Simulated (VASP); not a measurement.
# MgO (P4mm) in VASP: a series of runs

The runs below take MgO through single point, with PBEsol.

Everything below comes from runs of VASP 6.6.1. Logs are shortened: lines on timing, memory, paths and dates and some standing lists are left out, and cuts for length are marked.

## (1) The cell of the first run

It takes space group P4mm (No. 99, tetragonal). Conventional cell: a = 4.214 Å, b = 4.214 Å, c = 4.214 Å, α = 90.00°, β = 90.00°, γ = 90.00°. Within 2.6 Å of Mg (site symmetry 4mm) lie 6 O at 1.98 to 2.23 Å. Mg (site symmetry 2mm) has 6 O at 2.11 Å within 2.8 Å. Within 2.8 Å of Mg (site symmetry 4mm) lie 6 O at 2.11 Å. Within 2.6 Å of O (site symmetry 4mm) lie 6 Mg at 1.98 to 2.23 Å. Within 2.8 Å of O (site symmetry 2mm) lie 6 Mg at 2.11 Å. O (site symmetry 4mm) has 6 Mg at 2.11 Å within 2.8 Å.

## (2) Single point, PBEsol (atom 5 (O) moved +0.125 Å towards its neighbour atom 1 (Mg) at 2.107 Å)

Contents of INCAR:

```
SYSTEM = MgO
PREC     = Accurate       ! precision mode
ENCUT    = 520            ! plane-wave cutoff, eV
EDIFF    = 1E-7           ! SCF threshold, eV
ISMEAR   = 0              ! smearing method
SIGMA    = 0.05           ! smearing width, eV
LREAL    = .FALSE.        ! projectors in reciprocal space
LASPH    = .TRUE.         ! aspherical terms in the spheres
NELM     = 100            ! most SCF steps
ALGO     = Normal         ! electronic algorithm
ISIF     = 2              ! what is computed and relaxed
LWAVE    = .FALSE.        ! write WAVECAR
LCHARG   = .FALSE.        ! write CHGCAR
GGA      = PS             ! functional
NBANDS   = 26             ! bands
```

Contents of KPOINTS:

```
Automatic mesh
0
G
  6 6 6
  0 0 0
```

Contents of POSCAR:

```
MgO
1.0
    4.2142114404      0.0000000000      0.0000000000
    0.0000000000     -4.2142114404      0.0000000000
    0.0000000000      0.0000000000     -4.2142114404
Mg O
4 4
Direct
    0.0000000000      0.0000000000      0.0000000000
    0.5000000000      0.5000000000      0.0000000000
    0.5000000000      0.0000000000      0.5000000000
    0.0000000000      0.5000000000      0.5000000000
    0.4703384603      0.0000000000      0.0000000000
    0.0000000000      0.5000000000      0.0000000000
    0.0000000000      0.0000000000      0.5000000000
    0.5000000000      0.5000000000      0.5000000000
```

Potentials or basis: VASP PAW PBE potentials, release 64 (Mg, O).

On the command line:

```console
> cat potpaw_PBE.64/Mg/POTCAR potpaw_PBE.64/O/POTCAR > POTCAR
> mpirun -np 1 vasp_std > vasp.out
```

OUTCAR:

```text
SYSTEM = MgO
   PREC = Accurate
   ENCUT = 520
   EDIFF = 1E-7
   ISMEAR = 0
   LREAL = .FALSE.
   LASPH = .TRUE.
   NELM = 100
   ISIF = 2
   GGA = PS

 ion  position               nearest neighbor table
   1  0.000  0.000  0.000-   5 1.98   6 2.11   7 2.11   7 2.11   6 2.11   5 2.23   3 2.98   4 2.98
                             2 2.98   2 2.98   4 2.98   3 2.98   4 2.98   2 2.98   3 2.98   4 2.98
   2  0.500  0.500  0.000-   6 2.11   8 2.11   8 2.11   6 2.11   5 2.11   5 2.11   3 2.98   4 2.98
                             1 2.98   1 2.98   3 2.98   3 2.98   3 2.98   1 2.98   4 2.98   4 2.98
   3  0.500  0.000  0.500-   7 2.11   8 2.11   8 2.11   7 2.11   5 2.11   5 2.11   1 2.98   2 2.98
                             1 2.98   2 2.98   4 2.98   2 2.98   2 2.98   1 2.98   4 2.98   4 2.98
   4  0.000  0.500  0.500-   6 2.11   7 2.11   8 2.11   6 2.11   7 2.11   8 2.11   1 2.98   2 2.98
                             1 2.98   1 2.98   3 2.98   2 2.98   1 2.98   2 2.98   3 2.98   3 2.98
   5  0.470  0.000  0.000-   1 1.98   2 2.11   3 2.11   3 2.11   2 2.11   1 2.23
   6  0.000  0.500  0.000-   1 2.11   2 2.11   4 2.11   4 2.11   1 2.11   2 2.11
   7  0.000  0.000  0.500-   1 2.11   3 2.11   4 2.11   1 2.11   4 2.11   3 2.11
   8  0.500  0.500  0.500-   2 2.11   3 2.11   4 2.11   2 2.11   3 2.11   4 2.11

  LATTYP: Found a simple cubic cell.
 ALAT       =     4.2142114404

  Lattice vectors:

 A1 = (   4.2142114404,   0.0000000000,   0.0000000000)
 A2 = (   0.0000000000,  -4.2142114404,   0.0000000000)
 A3 = (   0.0000000000,   0.0000000000,  -4.2142114404)

Analysis of symmetry for initial positions (statically):
=====================================================================
 Subroutine PRICEL returns:
 Original cell was already a primitive cell.

 Routine SETGRP: Setting up the symmetry group for a
 simple cubic supercell.

 Subroutine GETGRP returns: Found  8 space group operations
 (whereof  8 operations were pure point group operations)
 out of a pool of 48 trial point group operations.

The static configuration has the point symmetry C_4v.

Analysis of symmetry for dynamics (positions and initial velocities):
=====================================================================
 Subroutine PRICEL returns:
 Original cell was already a primitive cell.

 Routine SETGRP: Setting up the symmetry group for a
 simple cubic supercell.

 Subroutine GETGRP returns: Found  8 space group operations
 (whereof  8 operations were pure point group operations)
 out of a pool of 48 trial point group operations.

The dynamic configuration has the point symmetry C_4v.

 Subroutine INISYM returns: Found  8 space group operations
 (whereof  8 operations are pure point group operations),
 and found     1 'primitive' translations

----------------------------------------------------------------------------------------

                                     Primitive cell

  volume of cell :      74.8426

  direct lattice vectors                    reciprocal lattice vectors
     4.214211440  0.000000000  0.000000000     0.237292318  0.000000000  0.000000000
     0.000000000 -4.214211440  0.000000000     0.000000000 -0.237292318  0.000000000
     0.000000000  0.000000000 -4.214211440     0.000000000  0.000000000 -0.237292318

  length of vectors
     4.214211440  4.214211440  4.214211440     0.237292318  0.237292318  0.237292318

  position of ions in fractional coordinates (direct lattice)
     0.000000000  0.000000000  0.000000000
     0.500000000  0.500000000  0.000000000
     0.500000000  0.000000000  0.500000000
     0.000000000  0.500000000  0.500000000
     0.470338460  0.000000000  0.000000000
     0.000000000  0.500000000  0.000000000
     0.000000000  0.000000000  0.500000000
     0.500000000  0.500000000  0.500000000

  ion indices of the primitive-cell ions
   primitive index   ion index
                 1           1
                 2           2
                 3           3
                 4           4
                 5           5
                 6           6
                 7           7
                 8           8

----------------------------------------------------------------------------------------

 KPOINTS: Automatic mesh

Automatic generation of k-mesh.
 Grid dimensions read from file:
 generate k-points for:    6    6    6

 Generating k-lattice:

  Cartesian coordinates                     Fractional coordinates (reciprocal lattice)
     0.039548720  0.000000000  0.000000000     0.166666667  0.000000000  0.000000000
     0.000000000 -0.039548720  0.000000000     0.000000000  0.166666667  0.000000000
     0.000000000  0.000000000 -0.039548720     0.000000000  0.000000000  0.166666667

  Length of vectors
     0.039548720  0.039548720  0.039548720

  Shift w.r.t. Gamma in fractional coordinates (k-lattice)
     0.000000000  0.000000000  0.000000000

 Subroutine IBZKPT returns following result:
 ===========================================

 Found     40 irreducible k-points:

 Following reciprocal coordinates:
            Coordinates               Weight
  0.000000  0.000000  0.000000      1.000000
  0.166667  0.000000  0.000000      2.000000
  0.000000  0.166667  0.000000      4.000000
  0.333333  0.000000  0.000000      2.000000
  0.000000  0.333333  0.000000      4.000000
  0.500000  0.000000  0.000000      1.000000
[... 16 lines left out ...]
  0.166667  0.166667  0.166667      8.000000
  0.333333  0.166667  0.166667      8.000000
 [... further k-points ...]
   k-points           NKPTS =     40   k-points in BZ     NKDIM =     40   number of bands    NBANDS=     26
   number of dos      NEDOS =    301   number of ions     NIONS =      8
   total plane-waves  NPLWV =  32768
   dimension x,y,z NGX =    32 NGY =   32 NGZ =   32
   dimension x,y,z NGXF=    64 NGYF=   64 NGZF=   64
   ions per type =               4   4
   NGX,Y,Z   is equivalent  to a cutoff of  12.62, 12.62, 12.62 a.u.
   NGXF,Y,Z  is equivalent  to a cutoff of  25.25, 25.25, 25.25 a.u.
 SYSTEM =  MgO
   PREC   = accura    normal or accurate (medium, high low for compatibility)
   ISTART =      0    job   : 0-new  1-cont  2-samecut
   ICHARG =      2    charge: 1-file 2-atom 10-const
   ISPIN  =      1    spin polarized calculation?
   LNONCOLLINEAR =      F non collinear calculations
   LSORBIT =      F    spin-orbit coupling
   LASPH  =      T    aspherical Exc in radial PAW
   ENCUT  =  520.0 eV  38.22 Ry    6.18 a.u.   7.84  7.84  7.84*2*pi/ulx,y,z
   NELM   =    100;   NELMIN=  2; NELMDL= -5     # of ELM steps
   EDIFF  = 0.1E-06   stopping-criterion for ELM
   LREAL  =      F    real-space projection
   EDIFFG = 0.1E-05   stopping-criterion for IOM
   NSW    =      0    number of steps for IOM
   IBRION =     -1    ionic relax: 0-MD 1-quasi-New 2-CG
   NFREE  =      0    steps in history (QN), initial steepest desc. (CG)
   ISIF   =      2    stress and relaxation
   ISYM   =      2    0-nonsym 1-usesym 2-fastsym
   POTIM  = 0.5000    time-step for ionic-motion
   TEBEG  =    0.0;   TEEND  =   0.0 temperature during run
   PSTRESS=    0.0 pullay stress
   NELECT =      32.0000    total number of electrons
   NUPDOWN=      -1.0000    fix difference up-down
   EMIN   =  10.00;   EMAX   =-10.00  energy-range for DOS
   EFERMI =   0.00;   METHOD = LEGACY
   ISMEAR =     0;   SIGMA  =   0.05  broadening in eV -4-tet -1-fermi 0-gaus
   EFERMI_NEDOS =   21; number of points for ismear=-14 and -15
   IALGO  =     38    algorithm
   IMIX   =      4    mixing-type and parameters
     AMIX     =   0.40;   BMIX     =  1.00
     AMIX_MAG =   1.60;   BMIX_MAG =  1.00
  volume/ion in A,a.u.               =       9.36        63.13
  Fermi-wavevector in a.u.,A,eV,Ry     =   1.233318  2.330634 20.695468  1.521074
  Thomas-Fermi vector in A             =   2.368053
   LORBIT       =      0    0 simple, 1 ext, 2 COOP (PROOUT), +10 PAW based schemes
   GGA     = PS    functional components
   LHFCALC =     F    Hartree Fock is set to
   AEXX    =    0.0000 exact exchange contribution
   IVDW    =     0    specifies the selected vdW correction
   LEPSILON=     F    determine dielectric tensor
   LRPA    =     F    only Hartree local field effects (RPA)
 non-spin polarized calculation
 Gauss-broadening in eV      SIGMA  =   0.05
  energy-cutoff  :      520.00
  volume of cell :       74.84
 maximum number of plane-waves:      2040
 NGX is ok and might be reduce to    32
   NGX = 15   NGY = 15   NGZ = 15

 number of electron      31.9999987 magnetization

 Free energy of the ion-electron system (eV)
  ---------------------------------------------------
  ext. energy  EPLUGINS =         0.00000000
  ---------------------------------------------------
  free energy    TOTEN  =       -49.96390480 eV

  energy without entropy =      -49.96390480  energy(sigma->0) =      -49.96390480

 E-fermi :   3.2918     XC(G=0): -11.3017

 val. band max:        3.0597419955   @ k =   0.0000   0.0000   0.0000
 cond. band min:       7.6535426286   @ k =   0.0000   0.0000   0.0000
 fundamental gap:      4.5938006331
 Fermi energy:         3.2917742367

 k-point     1 :       0.0000    0.0000    0.0000
  band No.  band energies     occupation
      1     -14.1443      2.00000
      2     -12.5747      2.00000
      3     -12.5627      2.00000
      4     -12.5550      2.00000
      5      -1.0852      2.00000
      6      -1.0852      2.00000
[... 18 lines left out ...]
     25      16.0130      0.00000
     26      16.0790      0.00000

 k-point     2 :       0.1667    0.0000    0.0000
  band No.  band energies     occupation
      1     -14.0453      2.00000
      2     -12.6777      2.00000
      3     -12.5493      2.00000
      4     -12.5492      2.00000
      5      -0.9501      2.00000
      6      -0.9501      2.00000
[... 18 lines left out ...]
     25      15.8747      0.00000
[... 608 lines left out ...]
     25      15.8855      0.00000
     26      16.0535      0.00000

 k-point    24 :       0.3333    0.1667    0.1667
  band No.  band energies     occupation
      1     -13.6058      2.00000
      2     -12.8969      2.00000
      3     -12.6074      2.00000
      4     -12.6064      2.00000
      5      -0.6734      2.00000
      6      -0.6497      2.00000
[... 18 lines left out ...]
     25      15.7060      0.00000
     26      15.7380      0.00000

 [... further k-points ...]
[... 5 lines left out ...]
  --------------------------------------------------------------------------------------
  -------------------------------------------------------------------------------------
  Total        0.3567731     -0.2267348     -0.2267348      0.0000000      0.0000000      0.0000000
  in kB        7.6375428     -4.8537762     -4.8537762      0.0000000      0.0000000      0.0000000
  external PRESSURE =      -0.6900032 kB  Pullay stress =       0.0000000 kB

 VOLUME and BASIS-vectors are now :
 -----------------------------------------------------------------------------
  energy-cutoff  :      520.00
  volume of cell :       74.84
      direct lattice vectors                 reciprocal lattice vectors
     4.214211440  0.000000000  0.000000000     0.237292318  0.000000000  0.000000000
     0.000000000 -4.214211440  0.000000000     0.000000000 -0.237292318  0.000000000
     0.000000000  0.000000000 -4.214211440     0.000000000  0.000000000 -0.237292318

 POSITION                                       TOTAL-FORCE (eV/Angst)
 -----------------------------------------------------------------------------------
      0.00000      0.00000      0.00000        -0.414154     -0.000000      0.000000
      2.10711     -2.10711      0.00000        -0.184023     -0.000000      0.000000
      2.10711      0.00000     -2.10711        -0.184023     -0.000000      0.000000
      0.00000     -2.10711     -2.10711         0.035796     -0.000000      0.000000
      1.98211      0.00000      0.00000         1.411184      0.000000     -0.000000
      0.00000     -2.10711      0.00000        -0.362379     -0.000000      0.000000
      0.00000      0.00000     -2.10711        -0.362379     -0.000000      0.000000
      2.10711     -2.10711     -2.10711         0.059979     -0.000000      0.000000
 -----------------------------------------------------------------------------------
    total drift:                                0.000135     -0.000000     -0.000001

  FREE ENERGIE OF THE ION-ELECTRON SYSTEM (eV)
  ---------------------------------------------------
  free  energy   TOTEN  =       -49.9639047999 eV

  energy  without entropy=      -49.9639047999  energy(sigma->0) =      -49.96390480
```

Wall time 42 s (1 thread of Intel Xeon Platinum 8259CL at 2.50GHz (Skylake/Cascade Lake), shared host); peak memory 0.21 GiB.

Results:

```
Free energy            : -49.9639 eV
Pressure               : -0.1 GPa
Largest force          : 1.411 eV/Å
Band gap on the k mesh : 4.59 eV
```

Forces on the atoms (eV/Å):
```
Mg  -0.414  0.000  0.000
Mg  -0.184  0.000  0.000
Mg  -0.184  0.000  0.000
Mg   0.036  0.000  0.000
O    1.411  0.000  0.000
O   -0.362  0.000  0.000
O   -0.362  0.000  0.000
O    0.060  0.000  0.000
```

Stress tensor (GPa, compression positive):
```
 0.76  0.00  0.00
 0.00 -0.49  0.00
 0.00  0.00 -0.49
```

Levels at points of the mesh, in eV from the valence-band top:
| k point | band 14 | band 15 | band 16 | band 17 | band 18 | band 19 |
| --- | --- | --- | --- | --- | --- | --- |
| (0.00, 0.00, 0.00) | -0.01 | 0.00 | 0.00 | 4.59 | 8.91 | 8.91 |
| (0.50, 0.00, 0.00) | -0.81 | -0.68 | -0.68 | 7.78 | 8.09 | 10.96 |
| (0.00, 0.50, 0.00) | -0.75 | -0.74 | -0.73 | 7.88 | 7.94 | 10.66 |
| (0.50, 0.50, 0.00) | -0.67 | -0.64 | -0.59 | 8.92 | 9.06 | 9.63 |
| (0.00, 0.50, 0.50) | -0.66 | -0.65 | -0.65 | 9.18 | 9.32 | 9.32 |
| (0.50, 0.50, 0.50) | -0.66 | -0.65 | -0.65 | 7.64 | 7.73 | 7.73 |

Caveat: the cell differs from its parent crystal (atom 5 (O) moved +0.125 Å towards its neighbour atom 1 (Mg) at 2.107 Å); the PAW data sets were made with another functional, which shifts forces and pressure a little.

## (3) Single point, PBEsol (atom 5 (O) moved +0.075 Å towards its neighbour atom 1 (Mg) at 2.107 Å)

Contents of INCAR:

```
SYSTEM = MgO
PREC     = Accurate       ! precision mode
ENCUT    = 520            ! plane-wave cutoff, eV
EDIFF    = 1E-6           ! SCF threshold, eV
ISMEAR   = 0              ! smearing method
SIGMA    = 0.05           ! smearing width, eV
LREAL    = .False.        ! projectors in reciprocal space
LASPH    = .True.         ! aspherical terms in the spheres
NELM     = 80             ! most SCF steps
ALGO     = Normal         ! electronic algorithm
ISIF     = 2              ! what is computed and relaxed
LWAVE    = .False.        ! write WAVECAR
LCHARG   = .False.        ! write CHGCAR
GGA      = PS             ! functional
NBANDS   = 26             ! bands
```

Contents of KPOINTS:

```
Automatic mesh
0
Gamma
  6 6 6
  0 0 0
```

Edit POSCAR of step 2 so:

```diff
@@ -12,3 +12,3 @@
     0.0000000000      0.5000000000      0.5000000000
-    0.4703384603      0.0000000000      0.0000000000
+    0.4822030762      0.0000000000      0.0000000000
     0.0000000000      0.5000000000      0.0000000000
```

Potentials or basis: VASP PAW PBE potentials, release 64 (Mg, O).

On the command line:

```console
> cat potpaw_PBE.64/Mg/POTCAR potpaw_PBE.64/O/POTCAR > POTCAR
> mpirun -np 1 vasp_std > vasp.out
```

It took 37 s on 1 thread of Intel Xeon Platinum 8259CL at 2.50GHz (Skylake/Cascade Lake), shared host; peak memory 0.21 GiB.

It converged, with:

| Quantity | Value |
| --- | --- |
| Free energy | -50.0194 eV |
| Pressure | -0.4 GPa |
| Largest force | 0.818 eV/Å |
| Band gap on the k mesh | 4.61 eV |

Forces in eV/Å, atoms in the order of the input:
```
Mg  -0.221  0.000  0.000
Mg  -0.110  0.000  0.000
Mg  -0.110  0.000  0.000
Mg   0.022  0.000  0.000
O    0.818  0.000  0.000
O   -0.217  0.000  0.000
O   -0.217  0.000  0.000
O    0.036  0.000  0.000
```

Stress tensor (GPa, compression positive):
```
-0.09  0.00  0.00
 0.00 -0.54  0.00
 0.00  0.00 -0.54
```

Levels at points of the mesh, in eV from the valence-band top:
```
           k point  band 14  band 15  band 16  band 17  band 18  band 19
(0.00, 0.00, 0.00)    -0.01     0.00     0.00     4.61     8.92     8.92
(0.50, 0.00, 0.00)    -0.79    -0.71    -0.71     7.87     8.05    10.96
(0.00, 0.50, 0.00)    -0.75    -0.75    -0.74     7.94     7.96    10.82
(0.50, 0.50, 0.00)    -0.66    -0.65    -0.62     9.11     9.18     9.52
(0.00, 0.50, 0.50)    -0.66    -0.66    -0.66     9.29     9.34     9.34
(0.50, 0.50, 0.50)    -0.66    -0.66    -0.66     7.70     7.73     7.73
```

Caveat: the cell differs from its parent crystal (atom 5 (O) moved +0.075 Å towards its neighbour atom 1 (Mg) at 2.107 Å); the PAW data sets were made with another functional, which shifts forces and pressure a little.

## (4) Single point, PBEsol (atom 5 (O) moved +0.025 Å towards its neighbour atom 1 (Mg) at 2.107 Å)

Contents of INCAR:

```
  PREC = Accurate
  ENCUT = 520
  EDIFF = 1E-6
  ISMEAR = 0
  SIGMA = 0.05
  LREAL = False
  LASPH = True
  NELM = 100
  ALGO = Normal
  ISIF = 2
  LWAVE = False
  LCHARG = False
  GGA = PS
  NBANDS = 26
```

Contents of KPOINTS:

```
regular mesh
0
Gamma
  6 6 6
```

Edit POSCAR of step 3 so:

```diff
@@ -12,3 +12,3 @@
     0.0000000000      0.5000000000      0.5000000000
-    0.4822030762      0.0000000000      0.0000000000
+    0.4940676921      0.0000000000      0.0000000000
     0.0000000000      0.5000000000      0.0000000000
```

On the command line:

```console
> cat potpaw_PBE.64/Mg/POTCAR potpaw_PBE.64/O/POTCAR > POTCAR
> mpirun -np 1 vasp_std > vasp.out
```

It took 33 s on 1 thread of Intel Xeon Platinum 8259CL at 2.50GHz (Skylake/Cascade Lake), shared host; peak memory 0.2 GiB.

Results (log left out):

* Free energy: -50.0464 eV
* Pressure: -0.6 GPa
* Largest force: 0.268 eV/Å
* Band gap on the k mesh: 4.62 eV

Forces on the atoms (eV/Å):
```
Mg  -0.069  0.000  0.000
Mg  -0.037  0.000  0.000
Mg  -0.037  0.000  0.000
Mg   0.007  0.000  0.000
O    0.268  0.000  0.000
O   -0.072  0.000  0.000
O   -0.072  0.000  0.000
O    0.012  0.000  0.000
```

Levels at points of the mesh, in eV from the valence-band top:
```csv
k point,band 12,band 13,band 14,band 15,band 16,band 17,band 18,band 19,band 20,band 21
"(0.00, 0.00, 0.00)",-1.36,-1.36,0.00,0.00,0.00,4.62,8.92,8.92,8.92,9.86
"(0.50, 0.00, 0.00)",-1.79,-0.76,-0.76,-0.73,-0.73,7.94,8.00,10.96,10.97,11.42
"(0.00, 0.50, 0.00)",-1.79,-0.75,-0.75,-0.75,-0.75,7.97,7.97,10.94,10.96,11.47
"(0.50, 0.50, 0.00)",-1.99,-0.68,-0.66,-0.66,-0.65,9.27,9.29,9.41,9.43,11.53
"(0.00, 0.50, 0.50)",-2.03,-0.66,-0.66,-0.66,-0.66,9.35,9.35,9.35,9.35,11.62
"(0.50, 0.50, 0.50)",-0.66,-0.66,-0.66,-0.66,-0.66,7.73,7.73,7.73,7.73,12.48
```

Caveat: the cell differs from its parent crystal (atom 5 (O) moved +0.025 Å towards its neighbour atom 1 (Mg) at 2.107 Å); the PAW data sets were made with another functional, which shifts forces and pressure a little.
